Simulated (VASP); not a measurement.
Wanted: the native input for a VASP 6.6.1 run.

```
Task                   : single point
Functional             : PBEsol
Dispersion             : D3(BJ)
Potentials or basis    : VASP PAW PBE potentials, release 64 (Se)
Cutoff                 : 520 eV
k mesh                 : 7 × 7 × 6
Occupations            : fermi-dirac, width 0.05 eV
Spin                   : no spin polarisation
Dipole correction      : no
Further INCAR settings : ALGO = Normal; EDIFF = 1e-06; NBANDS = 16
```

The structure of Se lies in POSCAR:

```
Se
1.0
    4.3662000000      0.0000000000      0.0000000000
   -2.1831000000      3.7812401180      0.0000000000
    0.0000000000      0.0000000000      4.9536000000
Se
3
Direct
    0.7746000000      0.7746000000      0.0000000000
    0.0000000000      0.2254000000      0.6666666667
    0.2254000000      0.0000000000      0.3333333333
```

These files were run (other wordings do the same):

INCAR

```
SYSTEM = Se
PREC = Accurate ; ENCUT = 520
EDIFF = 1E-6 ; ISMEAR = -1
SIGMA = 0.05 ; LREAL = .False.
LASPH = .True. ; NELM = 60
ALGO = Normal ; ISIF = 2
LWAVE = .False. ; LCHARG = .False.
GGA = PS ; IVDW = 12
NBANDS = 16
```

KPOINTS

```
Automatic mesh
0
Gamma
  7 7 6
  0 0 0
```

Potentials or basis: VASP PAW PBE potentials, release 64 (Se).

Launch:

```sh
$ cat potpaw_PBE.64/Se/POTCAR > POTCAR
$ mpirun -np 1 vasp_std > vasp.out
```

It gave:

```json
{"Pressure": "-1.3 GPa", "Largest force": "0.327 eV/Å", "Band gap on the k mesh": "1.14 eV, indirect (least direct gap 1.43 eV)", "Dispersion energy per atom": "-0.277 eV"}
```

Caveat: three body term missing; the PAW data sets were made with another functional, which shifts forces and pressure a little.

Wall time 27 s on 1 thread of Intel(R) Xeon(R) Platinum 8559C (Emerald Rapids) (shared host), peak memory 0.21 GiB.
